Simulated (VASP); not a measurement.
# Ta (Im-3m) in VASP: notebook

The runs below take Ta through single point, relaxation of cell and atoms, with PBEsol.

Everything below comes from runs of VASP 6.6.1. Logs are shortened: lines on timing, memory, paths and dates and some standing lists are left out, and cuts for length are marked.

## Step 1: The cell of the first run

The structure is cubic, space group Im-3m (No. 229). Conventional cell: a = 3.310 Å, b = 3.310 Å, c = 3.310 Å, α = 90.00°, β = 90.00°, γ = 90.00°. Ta (site symmetry m-3m) has 14 Ta at 2.87 to 3.31 Å within 3.8 Å.

## Step 2: Single point, PBEsol

Input file INCAR:

```
ALGO = Normal ; EDIFF = 1E-6
ENCUT = 500 ; GGA = PS
GGA_COMPAT = False ; ISIF = 2
ISMEAR = 0 ; LASPH = True
LCHARG = True ; LELF = True
LREAL = False ; LVHAR = True
LWAVE = False ; NBANDS = 12
NELM = 120 ; PREC = Accurate
SIGMA = 0.1
```

Input file KPOINTS:

```
k-points
0
Gamma
  8 8 8
```

Input file POSCAR:

```
Ta
1.0
   -1.6549278069      1.6549278069      1.6549278069
    1.6549278069     -1.6549278069      1.6549278069
    1.6549278069      1.6549278069     -1.6549278069
Ta
1
Direct
    0.0000000000      0.0000000000      0.0000000000
```

Potentials or basis: VASP PAW PBE potentials, release 64 (Ta_pv).

Started as:

```console
cat potpaw_PBE.64/Ta_pv/POTCAR > POTCAR
mpirun -np 1 vasp_std > vasp.out
```

OUTCAR:

```text
EDIFF = 1E-6
   ENCUT = 500
   GGA = PS
   ISIF = 2
   ISMEAR = 0
   LASPH = True
   LREAL = False
   NELM = 120
   PREC = Accurate

 ion  position               nearest neighbor table
   1  0.000  0.000  0.000-

  LATTYP: Found a body centered cubic cell.
 ALAT       =     3.3098556138

  Lattice vectors:

 A1 = (  -1.6549278069,   1.6549278069,   1.6549278069)
 A2 = (   1.6549278069,  -1.6549278069,   1.6549278069)
 A3 = (   1.6549278069,   1.6549278069,  -1.6549278069)

Analysis of symmetry for initial positions (statically):
=====================================================================
 Subroutine PRICEL returns:
 Original cell was already a primitive cell.

 Routine SETGRP: Setting up the symmetry group for a
 body centered cubic supercell.

 Subroutine GETGRP returns: Found 48 space group operations
 (whereof 48 operations were pure point group operations)
 out of a pool of 48 trial point group operations.

The static configuration has the point symmetry O_h .

Analysis of symmetry for dynamics (positions and initial velocities):
=====================================================================
 Subroutine PRICEL returns:
 Original cell was already a primitive cell.

 Routine SETGRP: Setting up the symmetry group for a
 body centered cubic supercell.

 Subroutine GETGRP returns: Found 48 space group operations
 (whereof 48 operations were pure point group operations)
 out of a pool of 48 trial point group operations.

The dynamic configuration has the point symmetry O_h .

 Subroutine INISYM returns: Found 48 space group operations
 (whereof 48 operations are pure point group operations),
 and found     1 'primitive' translations

----------------------------------------------------------------------------------------

                                     Primitive cell

  volume of cell :      18.1300

  direct lattice vectors                    reciprocal lattice vectors
    -1.654927807  1.654927807  1.654927807     0.000000000  0.302127983  0.302127983
     1.654927807 -1.654927807  1.654927807     0.302127983  0.000000000  0.302127983
     1.654927807  1.654927807 -1.654927807     0.302127983  0.302127983  0.000000000

  length of vectors
     2.866419044  2.866419044  2.866419044     0.427273491  0.427273491  0.427273491

  position of ions in fractional coordinates (direct lattice)
     0.000000000  0.000000000  0.000000000

  ion indices of the primitive-cell ions
   primitive index   ion index
                 1           1

----------------------------------------------------------------------------------------

 KPOINTS: k-points

Automatic generation of k-mesh.
 Grid dimensions read from file:
 generate k-points for:    8    8    8

 Generating k-lattice:

  Cartesian coordinates                     Fractional coordinates (reciprocal lattice)
     0.000000000  0.037765998  0.037765998     0.125000000  0.000000000  0.000000000
     0.037765998  0.000000000  0.037765998     0.000000000  0.125000000  0.000000000
     0.037765998  0.037765998  0.000000000     0.000000000  0.000000000  0.125000000

  Length of vectors
     0.053409186  0.053409186  0.053409186

  Shift w.r.t. Gamma in fractional coordinates (k-lattice)
     0.000000000  0.000000000  0.000000000

 Subroutine IBZKPT returns following result:
 ===========================================

 Found     29 irreducible k-points:

 Following reciprocal coordinates:
            Coordinates               Weight
  0.000000  0.000000  0.000000      1.000000
  0.125000  0.000000  0.000000     12.000000
  0.250000  0.000000  0.000000     12.000000
  0.375000  0.000000  0.000000     12.000000
  0.500000  0.000000  0.000000      6.000000
  0.125000  0.125000  0.000000     24.000000
[... 16 lines left out ...]
 -0.250000  0.250000  0.250000      6.000000
 -0.375000  0.375000  0.250000     24.000000
 [... further k-points ...]
   k-points           NKPTS =     29   k-points in BZ     NKDIM =     29   number of bands    NBANDS=     12
   number of dos      NEDOS =    301   number of ions     NIONS =      1
   total plane-waves  NPLWV =  13824
   dimension x,y,z NGX =    24 NGY =   24 NGZ =   24
   dimension x,y,z NGXF=    48 NGYF=   48 NGZF=   48
   ions per type =               1
   NGX,Y,Z   is equivalent  to a cutoff of  13.92, 13.92, 13.92 a.u.
   NGXF,Y,Z  is equivalent  to a cutoff of  27.84, 27.84, 27.84 a.u.
 SYSTEM =  unknown system
   PREC   = accura    normal or accurate (medium, high low for compatibility)
   ISTART =      0    job   : 0-new  1-cont  2-samecut
   ICHARG =      2    charge: 1-file 2-atom 10-const
   ISPIN  =      1    spin polarized calculation?
   LNONCOLLINEAR =      F non collinear calculations
   LSORBIT =      F    spin-orbit coupling
   LASPH  =      T    aspherical Exc in radial PAW
   ENCUT  =  500.0 eV  36.75 Ry    6.06 a.u.   5.23  5.23  5.23*2*pi/ulx,y,z
   NELM   =    120;   NELMIN=  2; NELMDL= -5     # of ELM steps
   EDIFF  = 0.1E-05   stopping-criterion for ELM
   LREAL  =      F    real-space projection
   EDIFFG = 0.1E-04   stopping-criterion for IOM
   NSW    =      0    number of steps for IOM
   IBRION =     -1    ionic relax: 0-MD 1-quasi-New 2-CG
   NFREE  =      0    steps in history (QN), initial steepest desc. (CG)
   ISIF   =      2    stress and relaxation
   ISYM   =      2    0-nonsym 1-usesym 2-fastsym
   POTIM  = 0.5000    time-step for ionic-motion
   TEBEG  =    0.0;   TEEND  =   0.0 temperature during run
   PSTRESS=    0.0 pullay stress
   NELECT =      11.0000    total number of electrons
   NUPDOWN=      -1.0000    fix difference up-down
   EMIN   =  10.00;   EMAX   =-10.00  energy-range for DOS
   EFERMI =   0.00;   METHOD = LEGACY
   ISMEAR =     0;   SIGMA  =   0.10  broadening in eV -4-tet -1-fermi 0-gaus
   EFERMI_NEDOS =   21; number of points for ismear=-14 and -15
   IALGO  =     38    algorithm
   IMIX   =      4    mixing-type and parameters
     AMIX     =   0.40;   BMIX     =  1.00
     AMIX_MAG =   1.60;   BMIX_MAG =  1.00
  volume/ion in A,a.u.               =      18.13       122.35
  Fermi-wavevector in a.u.,A,eV,Ry     =   1.385926  2.619020 26.133942  1.920791
  Thomas-Fermi vector in A             =   2.510290
   LORBIT       =      0    0 simple, 1 ext, 2 COOP (PROOUT), +10 PAW based schemes
   GGA     = PS    functional components
   LHFCALC =     F    Hartree Fock is set to
   AEXX    =    0.0000 exact exchange contribution
   IVDW    =     0    specifies the selected vdW correction
   LEPSILON=     F    determine dielectric tensor
   LRPA    =     F    only Hartree local field effects (RPA)
 non-spin polarized calculation
 Gauss-broadening in eV      SIGMA  =   0.10
  energy-cutoff  :      500.00
  volume of cell :       18.13
 maximum number of plane-waves:       471
 NGX is ok and might be reduce to    24
   NGX = 11   NGY = 11   NGZ = 11

 number of electron      11.0000001 magnetization

 Free energy of the ion-electron system (eV)
  ---------------------------------------------------
  ext. energy  EPLUGINS =         0.00000000
  ---------------------------------------------------
  free energy    TOTEN  =       -12.57019560 eV

  energy without entropy =      -12.56638281  energy(sigma->0) =      -12.56828921

 E-fermi :   5.2831     XC(G=0): -12.6902

 val. band max:        5.1876395737   @ k =   0.2500   0.0000   0.0000
 cond. band min:       5.3297411025   @ k =  -0.2500   0.2500   0.1250
 fundamental gap:      0.1421015288
 Fermi energy:         5.2830656690

 k-point     1 :       0.0000    0.0000    0.0000
  band No.  band energies     occupation
      1     -27.7549      2.00000
      2     -27.7549      2.00000
      3     -27.7549      2.00000
      4      -2.6374      2.00000
      5       6.0036      0.00000
      6       6.0036      0.00000
      7       6.0036      0.00000
      8       9.2473      0.00000
      9       9.2473      0.00000
     10      19.9458      0.00000
     11      20.2740      0.00000
     12      20.2740      0.00000

 k-point     2 :       0.1250    0.0000    0.0000
  band No.  band energies     occupation
      1     -27.9375      2.00000
      2     -27.8114      2.00000
      3     -27.7559      2.00000
      4      -1.9644      2.00000
      5       5.5861      0.00002
      6       5.8258      0.00000
      7       6.6778      0.00000
      8       8.7193      0.00000
      9       9.2612      0.00000
     10      19.9448      0.00000
     11      20.7984      0.00000
     12      21.4557      0.00000

 k-point     3 :       0.2500    0.0000    0.0000
  band No.  band energies     occupation
      1     -28.3584      2.00000
      2     -27.9455      2.00000
      3     -27.7583      2.00000
      4      -0.3516      2.00000
      5       4.7274      2.00000
      6       5.1876      1.82283
      7       8.5892      0.00000
      8       8.6687      0.00000
      9       9.4338      0.00000
     10      19.9368      0.00000
     11      20.4288      0.00000
     12      21.9576      0.00000

 k-point     4 :       0.3750    0.0000    0.0000
  band No.  band energies     occupation
      1     -28.7544      2.00000
      2     -28.0764      2.00000
      3     -27.7609      2.00000
      4       0.7877      2.00000
      5       4.0116      2.00000
      6       5.6517      0.00000
      7       9.1521      0.00000
      8       9.8565      0.00000
      9      11.2882      0.00000
     10      18.2509      0.00000
     11      18.5512      0.00000
     12      19.9739      0.00000

 k-point     5 :       0.5000    0.0000    0.0000
  band No.  band energies     occupation
      1     -28.9120      2.00000
      2     -28.1296      2.00000
      3     -27.7620      2.00000
      4       0.9117      2.00000
      5       3.7451      2.00000
      6       6.8480      0.00000
      7       9.1246      0.00000
      8      10.1476      0.00000
      9      13.0337      0.00000
     10      16.8832      0.00000
     11      17.1973      0.00000
     12      19.9629      0.00000
[... 228 lines left out ...]
      1     -28.5949      2.00000
      2     -28.5949      2.00000
      3     -27.9813      2.00000
      4       3.5874      2.00000
      5       3.5874      2.00000
      6       3.7750      2.00000
      7       9.7111      0.00000
      8       9.7111      0.00000
      9      14.6434      0.00000
     10      17.1907      0.00000
     11      17.1907      0.00000
     12      19.9537      0.00000

 k-point    22 :       0.2500    0.2500    0.2500
  band No.  band energies     occupation
      1     -28.3389      2.00000
      2     -28.3389      2.00000
      3     -28.3389      2.00000
      4       4.0529      2.00000
      5       4.0529      2.00000
      6       4.0529      2.00000
      7      10.3167      0.00000
      8      10.3167      0.00000
      9      12.2581      0.00000
     10      18.0784      0.00000
     11      18.0784      0.00000
     12      18.0784      0.00000

 k-point    23 :      -0.2500    0.2500    0.2500
  band No.  band energies     occupation
      1     -28.3808      2.00000
      2     -28.1518      2.00000
      3     -28.1518      2.00000
      4       1.5554      2.00000
      5       4.3460      2.00000
      6       6.5274      0.00000
      7       6.5274      0.00000
      8       8.4591      0.00000
      9      10.2516      0.00000
     10      19.7839      0.00000
     11      20.0365      0.00000
     12      24.5791      0.00000

 k-point    24 :      -0.3750    0.3750    0.2500
  band No.  band energies     occupation
      1     -28.6196      2.00000
      2     -28.2929      2.00000
      3     -28.1867      2.00000
      4       2.4549      2.00000
      5       3.3101      2.00000
      6       6.5382      0.00000
      7       7.2162      0.00000
      8      10.6746      0.00000
      9      10.7434      0.00000
     10      19.1634      0.00000
     11      19.9721      0.00000
     12      21.4743      0.00000

 [... further k-points ...]
[... 5 lines left out ...]
  --------------------------------------------------------------------------------------
  -------------------------------------------------------------------------------------
  Total       -0.7918024     -0.7918024     -0.7918024     -0.0000000     -0.0000000     -0.0000000
  in kB      -69.9729599    -69.9729599    -69.9729599     -0.0000000     -0.0000000     -0.0000000
  external PRESSURE =     -69.9729599 kB  Pullay stress =       0.0000000 kB

 VOLUME and BASIS-vectors are now :
 -----------------------------------------------------------------------------
  energy-cutoff  :      500.00
  volume of cell :       18.13
      direct lattice vectors                 reciprocal lattice vectors
    -1.654927807  1.654927807  1.654927807     0.000000000  0.302127983  0.302127983
     1.654927807 -1.654927807  1.654927807     0.302127983  0.000000000  0.302127983
     1.654927807  1.654927807 -1.654927807     0.302127983  0.302127983  0.000000000

 POSITION                                       TOTAL-FORCE (eV/Angst)
 -----------------------------------------------------------------------------------
      0.00000      0.00000      0.00000         0.000000      0.000000     -0.000000
 -----------------------------------------------------------------------------------
    total drift:                               -0.000000      0.000000      0.000000

  FREE ENERGIE OF THE ION-ELECTRON SYSTEM (eV)
  ---------------------------------------------------
  free  energy   TOTEN  =       -12.5701956022 eV

  energy  without entropy=      -12.5663828093  energy(sigma->0) =      -12.56828921
```

Wall time 8.6 s (1 thread of AMD EPYC 7R43 (Zen 3), shared host); peak memory 0.11 GiB.

What came out:

```
Free energy            : -12.5702 eV
Pressure               : -7.0 GPa
Band gap on the k mesh : zero (an odd number of electrons rules out a gap without spin polarisation)
```

Caveat: the cell stands under tension; the PAW data sets were made with another functional, which shifts forces and pressure a little; spin-orbit coupling is left out, which moves the levels of the heavy elements.

## Step 3: Single point, PBEsol

This run uses another cell than the first one, of 17.51 Å³/atom.

Input file INCAR:

```
SYSTEM = Ta
ALGO = Normal
EDIFF = 1E-6
ENCUT = 500
GGA = PS
GGA_COMPAT = .False.
ISIF = 2
ISMEAR = 0
LASPH = .True.
LCHARG = .False.
LREAL = .False.
LWAVE = .False.
NBANDS = 12
NELM = 120
PREC = Accurate
SIGMA = 0.1
```

Input file KPOINTS:

```
k-points
0
Gamma
  8 8 8
  0 0 0
```

Input file POSCAR:

```
Ta
1.0
   -1.6356911101      1.6356911101      1.6356911101
    1.6356911101     -1.6356911101      1.6356911101
    1.6356911101      1.6356911101     -1.6356911101
Ta
1
Direct
    0.0000000000      0.0000000000      0.0000000000
```

Potentials or basis: VASP PAW PBE potentials, release 64 (Ta_pv).

Started as:

```console
cat potpaw_PBE.64/Ta_pv/POTCAR > POTCAR
mpirun -np 1 vasp_std > vasp.out
```

Wall time 8.5 s (1 thread of AMD EPYC 7R43 (Zen 3), shared host); peak memory 0.11 GiB.

Results (log left out):

| Quantity | Value |
| --- | --- |
| Free energy | -12.5835 eV |
| Pressure | 0.3 GPa |
| Band gap on the k mesh | zero (an odd number of electrons rules out a gap without spin polarisation) |

Levels at points of the mesh, in eV from the Fermi level:
```tsv
k point	band 1	band 2	band 3	band 4	band 5	band 6	band 7	band 8	band 9	band 10
(0.00, 0.00, 0.00)	-32.87	-32.87	-32.87	-8.02	0.75	0.75	0.75	4.12	4.12	15.19
(0.50, 0.00, 0.00)	-34.17	-33.29	-32.88	-4.50	-1.62	1.76	4.02	5.08	8.12	12.11
(0.50, 0.50, 0.50)	-33.78	-33.78	-33.78	-3.97	-3.97	7.11	7.11	7.11	8.94	8.94
```

Caveat: the PAW data sets were made with another functional, which shifts forces and pressure a little; spin-orbit coupling is left out, which moves the levels of the heavy elements.

## Step 4: Relaxation of cell and atoms, PBEsol

Input file INCAR:

```
SYSTEM = Ta
PREC     = Accurate       ! precision mode
ENCUT    = 500            ! plane-wave cutoff, eV
EDIFF    = 1E-7           ! SCF threshold, eV
ISMEAR   = 0              ! smearing method
SIGMA    = 0.1            ! smearing width, eV
LREAL    = .FALSE.        ! projectors in reciprocal space
LASPH    = .TRUE.         ! aspherical terms in the spheres
NELM     = 120            ! most SCF steps
ALGO     = Normal         ! electronic algorithm
ISIF     = 3              ! what is computed and relaxed
LWAVE    = .FALSE.        ! write WAVECAR
LCHARG   = .FALSE.        ! write CHGCAR
GGA      = PS             ! functional
IBRION   = 2              ! ionic algorithm
NSW      = 90             ! ionic steps
EDIFFG   = -0.04          ! ionic threshold
GGA_COMPAT= .FALSE.      
NELMIN   = 4
```

Input file KPOINTS:

```
regular mesh
0
G
  8 8 8
  0 0 0
```

Input file POSCAR:

```
Ta
1.0
   -1.6549278069      1.6549278069      1.6549278069
    1.6549278069     -1.6549278069      1.6549278069
    1.6549278069      1.6549278069     -1.6549278069
Ta
1
Direct
    0.0000000000      0.0000000000      0.0000000000
```

Started as:

```console
cat potpaw_PBE.64/Ta_pv/POTCAR > POTCAR
mpirun -np 1 vasp_std > vasp.out
```

Run time: 16 s. Hardware: 1 thread of AMD EPYC 7R43 (Zen 3), shared host; peak memory 0.11 GiB.

Results (log left out):

* Free energy: -12.5838 eV
* Relaxed volume: 17.55 Å³/atom
* Relaxed cell: a = 2.835 Å, b = 2.835 Å, c = 2.835 Å, α = 109.47°, β = 109.47°, γ = 109.47°
* Space group after relaxing (to 0.1 Å): Im-3m (No. 229)
* Energy gained by relaxing: 13.6 meV/atom
* Ionic steps: 3
* Pressure after relaxing: -0.2 GPa
* Band gap on the k mesh: zero (an odd number of electrons rules out a gap without spin polarisation)

Step by step:
| step | energy change (eV) | largest force (eV/Å) | pressure (GPa) | volume (Å³) |
| --- | --- | --- | --- | --- |
| 1 | 0.0000 | 0.0000 | -7.00 | 18.13 |
| 2 | 0.0756 | 0.0000 | 21.99 | 16.13 |
| 3 | -0.0136 | 0.0000 | -0.24 | 17.55 |

Final structure:
```
Ta
1.0
    -1.63697    1.63697    1.63697
     1.63697   -1.63697    1.63697
     1.63697    1.63697   -1.63697
Ta
1
Direct
  0.00000 0.00000 0.00000
```

Levels at points of the mesh, in eV from the Fermi level:
| k point | band 1 | band 2 | band 3 | band 4 | band 5 | band 6 | band 7 | band 8 | band 9 |
| --- | --- | --- | --- | --- | --- | --- | --- | --- | --- |
| (0.00, 0.00, 0.00) | -32.89 | -32.89 | -32.89 | -8.02 | 0.74 | 0.74 | 0.74 | 4.11 | 4.11 |
| (0.50, 0.00, 0.00) | -34.17 | -33.30 | -32.90 | -4.49 | -1.61 | 1.75 | 4.01 | 5.07 | 8.10 |
| (0.50, 0.50, 0.50) | -33.78 | -33.78 | -33.78 | -3.95 | -3.95 | 7.09 | 7.09 | 7.09 | 8.92 |

Caveat: the PAW data sets were made with another functional, which shifts forces and pressure a little; spin-orbit coupling is left out, which moves the levels of the heavy elements.

## Step 5: Overview

| task | cell | gap on the mesh (eV) | pressure (GPa) |
| --- | --- | --- | --- |
| single point | a = 2.866 Å, angles 109.5°, 1 atom | none | -7.0 |
| single point | a = 2.833 Å, angles 109.5°, 1 atom | none | 0.3 |
| relaxation of cell and atoms | relaxed from a = 2.866 Å, angles 109.5°, 1 atom | none | -0.2 |

Alike in all rows: level PBEsol; potentials or basis VASP PAW PBE potentials, release 64 (Ta_pv); no spin polarisation; k mesh 8 × 8 × 8; cutoff (eV) 500; smearing gaussian 0.1 eV.

Caveats: the PAW data sets were made with another functional, which shifts forces and pressure a little; spin-orbit coupling is left out, which moves the levels of the heavy elements; the cell stands under tension (at least some runs).

Absolute energies hang on the potentials; compare differences alone.

The gap in the log of VASP goes by the Fermi energy; the results here count the filled bands.